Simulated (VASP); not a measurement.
# Sb (Fd-3m) in VASP: further runs, part 2 of 2

VASP 6.6.1. Earlier steps stand in the parts before.

## 4. Single point, PBE (volume scaled by 0.6)

The input, INCAR:

```
PREC     = Accurate       # precision mode
ENCUT    = 500            # plane-wave cutoff, eV
EDIFF    = 1E-6           # SCF threshold, eV
ISMEAR   = -1             # smearing method
SIGMA    = 0.08           # smearing width, eV
LREAL    = F              # projectors in reciprocal space
LASPH    = T              # aspherical terms in the spheres
NELM     = 120            # most SCF steps
ALGO     = Normal         # electronic algorithm
ISIF     = 2              # what is computed and relaxed
LWAVE    = F              # write WAVECAR
LCHARG   = T              # write CHGCAR
GGA      = PE             # functional
LELF     = T              # ELF
LVHAR    = T            
NBANDS   = 12             # bands
GGA_COMPAT= F
```

The input, KPOINTS:

```
Automatic mesh
0
Gamma
  10 10 10
```

The input, POSCAR:

```
Sb
1.0
    0.0000000000      2.9469798852      2.9469798852
    2.9469798852      0.0000000000      2.9469798852
    2.9469798852      2.9469798852      0.0000000000
Sb
2
Direct
   -0.1250000000     -0.1250000000     -0.1250000000
    0.1250000000      0.1250000000      0.1250000000
```

Potentials or basis: VASP PAW PBE potentials, release 64 (Sb).

Started as:

```sh
cat potpaw_PBE.64/Sb/POTCAR > POTCAR
mpirun -np 1 vasp_std > vasp.out
```

OUTCAR:

```text
PREC = Accurate
   ENCUT = 500
   EDIFF = 1E-6
   ISMEAR = -1
   LREAL = F
   LASPH = T
   NELM = 120
   ISIF = 2
   GGA = PE

 ion  position               nearest neighbor table
   1  0.875  0.875  0.875-   2 2.55   2 2.55   2 2.55   2 2.55
   2  0.125  0.125  0.125-   1 2.55   1 2.55   1 2.55   1 2.55

  LATTYP: Found a face centered cubic cell.
 ALAT       =     5.8939597704

  Lattice vectors:

 A1 = (   0.0000000000,   2.9469798852,   2.9469798852)
 A2 = (   2.9469798852,   0.0000000000,   2.9469798852)
 A3 = (   2.9469798852,   2.9469798852,   0.0000000000)

Analysis of symmetry for initial positions (statically):
=====================================================================
 Subroutine PRICEL returns:
 Original cell was already a primitive cell.

 Routine SETGRP: Setting up the symmetry group for a
 face centered cubic supercell.

 Subroutine GETGRP returns: Found 48 space group operations
 (whereof 12 operations were pure point group operations)
 out of a pool of 48 trial point group operations.

[... 175 lines left out ...]
      2       7.1396      2.00000
      3       7.1396      2.00000
      4       7.1396      2.00000
      5       7.4739      2.00000
      6       9.8023      0.86683
      7       9.8023      0.86683
      8       9.8023      0.86683
      9      13.5028      0.00000
     10      16.3929      0.00000
     11      16.3929      0.00000
     12      17.1235      0.00000
[... 331 lines left out ...]
 k-point    24 :       0.4000    0.3000    0.0000
  band No.  band energies     occupation
      1      -3.6250      2.00000
      2       0.5493      2.00000
      3       4.1835      2.00000
      4       4.5103      2.00000
      5       8.5167      2.00000
      6       9.6601      1.63796
      7      13.8995      0.00000
      8      14.3644      0.00000
      9      16.9417      0.00000
     10      18.0381      0.00000
     11      18.4512      0.00000
     12      19.8722      0.00000

 [... further k-points ...]

------------------------ aborting loop because EDIFF is reached ----------------------------------------

  FORCE on cell =-STRESS in cart. coord.  units (eV):
  Direction    XX          YY          ZZ          XY          YZ          ZX
  --------------------------------------------------------------------------------------
  -------------------------------------------------------------------------------------
  Total       14.5455839     14.5455839     14.5455839      0.0000000      0.0000000      0.0000000
  in kB      455.2817384    455.2817384    455.2817384      0.0000000      0.0000000      0.0000000
  external PRESSURE =     455.2817384 kB  Pullay stress =       0.0000000 kB

 VOLUME and BASIS-vectors are now :
 -----------------------------------------------------------------------------
  energy-cutoff  :      500.00
  volume of cell :       51.19
      direct lattice vectors                 reciprocal lattice vectors
     0.000000000  2.946979885  2.946979885    -0.169665223  0.169665223  0.169665223
     2.946979885  0.000000000  2.946979885     0.169665223 -0.169665223  0.169665223
     2.946979885  2.946979885  0.000000000     0.169665223  0.169665223 -0.169665223

 POSITION                                       TOTAL-FORCE (eV/Angst)
 -----------------------------------------------------------------------------------
      5.15721      5.15721      5.15721         0.000000      0.000000      0.000000
      0.73674      0.73674      0.73674        -0.000000     -0.000000     -0.000000
 -----------------------------------------------------------------------------------
    total drift:                               -0.000000      0.000000      0.000000

  FREE ENERGIE OF THE ION-ELECTRON SYSTEM (eV)
  ---------------------------------------------------
  free  energy   TOTEN  =        -4.5472703311 eV

  energy  without entropy=       -4.5238807847  energy(sigma->0) =       -4.53557556
```

OSZICAR:

```text
N       E                     dE             d eps       ncg     rms          rms(c)
DAV:   1     0.368973059281E+02    0.36897E+02   -0.33791E+03  1128   0.637E+02
DAV:   2    -0.284950588015E+01   -0.39747E+02   -0.38453E+02  1428   0.111E+02
DAV:   3    -0.462331075720E+01   -0.17738E+01   -0.17482E+01  1388   0.246E+01
DAV:   4    -0.463927085340E+01   -0.15960E-01   -0.15957E-01  1368   0.290E+00
DAV:   5    -0.463947037138E+01   -0.19952E-03   -0.19952E-03  1392   0.346E-01    0.555E+00
DAV:   6    -0.457365465217E+01    0.65816E-01   -0.31485E-02  1280   0.858E-01    0.348E+00
DAV:   7    -0.454807712766E+01    0.25578E-01   -0.55067E-02  1260   0.115E+00    0.308E-01
DAV:   8    -0.454727790152E+01    0.79923E-03   -0.47171E-03  1236   0.380E-01    0.407E-02
DAV:   9    -0.454727385313E+01    0.40484E-05   -0.61114E-05  1416   0.593E-02    0.111E-02
DAV:  10    -0.454727238958E+01    0.14636E-05   -0.28223E-06  1268   0.101E-02    0.252E-03
DAV:  11    -0.454727013873E+01    0.22508E-05   -0.92139E-07   916   0.457E-03    0.487E-04
DAV:  12    -0.454727033113E+01   -0.19240E-06   -0.58524E-08   724   0.164E-03
   1 F= -.45472703E+01 E0= -.45355756E+01  d E =-.233895E-01
```

Wall time 25 s (1 thread of Intel Xeon 6975P-C, shared host); peak memory 0.18 GiB.

What came out:

```yaml
Free_energy: -4.5473 eV
Pressure: 45.5 GPa
Band_gap_on_the_k_mesh: zero (band 5 reaches 10.87 eV, above the bottom of band 6 at 8.36 eV)
```

Caveat: spin-orbit coupling is left out, which moves the levels of the heavy elements.

## 5. Single point, PBE (volume scaled by 0.6)

The input, INCAR:

```
SYSTEM = Sb
PREC     = Accurate       ! precision mode
ENCUT    = 500            ! plane-wave cutoff, eV
EDIFF    = 1E-6           ! SCF threshold, eV
ISMEAR   = -1             ! smearing method
SIGMA    = 0.08           ! smearing width, eV
LREAL    = .False.        ! projectors in reciprocal space
LASPH    = .True.         ! aspherical terms in the spheres
NELM     = 120            ! most SCF steps
ALGO     = Normal         ! electronic algorithm
ISIF     = 2              ! what is computed and relaxed
LWAVE    = .False.        ! write WAVECAR
LCHARG   = .True.         ! write CHGCAR
GGA      = PE             ! functional
LELF     = .True.         ! ELF
LVHAR    = .True.       
NBANDS   = 12             ! bands
GGA_COMPAT= .False.
```

The input, KPOINTS:

```
Automatic mesh
0
Gamma
  10 10 10
  0 0 0
```

POSCAR is that of step 4.

Started as:

```sh
cat potpaw_PBE.64/Sb/POTCAR > POTCAR
mpirun -np 1 vasp_std > vasp.out
```

Run time: 15 s. Hardware: 1 thread of Intel Xeon 6975P-C, shared host; peak memory 0.17 GiB.

Results (log left out):

- Free energy: -4.5473 eV
- Pressure: 45.5 GPa
- Band gap on the k mesh: zero (band 5 reaches 10.87 eV, above the bottom of band 6 at 8.36 eV)

Levels at points of the mesh, in eV from the Fermi level:
| k point | band 3 | band 4 | band 5 | band 6 | band 7 | band 8 |
| --- | --- | --- | --- | --- | --- | --- |
| (0.00, 0.00, 0.00) | -2.64 | -2.64 | -2.31 | 0.02 | 0.02 | 0.02 |
| (0.50, 0.00, 0.00) | -4.10 | -4.10 | -2.09 | 1.33 | 1.33 | 4.22 |
| (0.50, 0.50, 0.00) | -5.72 | -5.72 | -1.42 | -1.42 | 6.88 | 6.88 |

Caveat: spin-orbit coupling is left out, which moves the levels of the heavy elements.
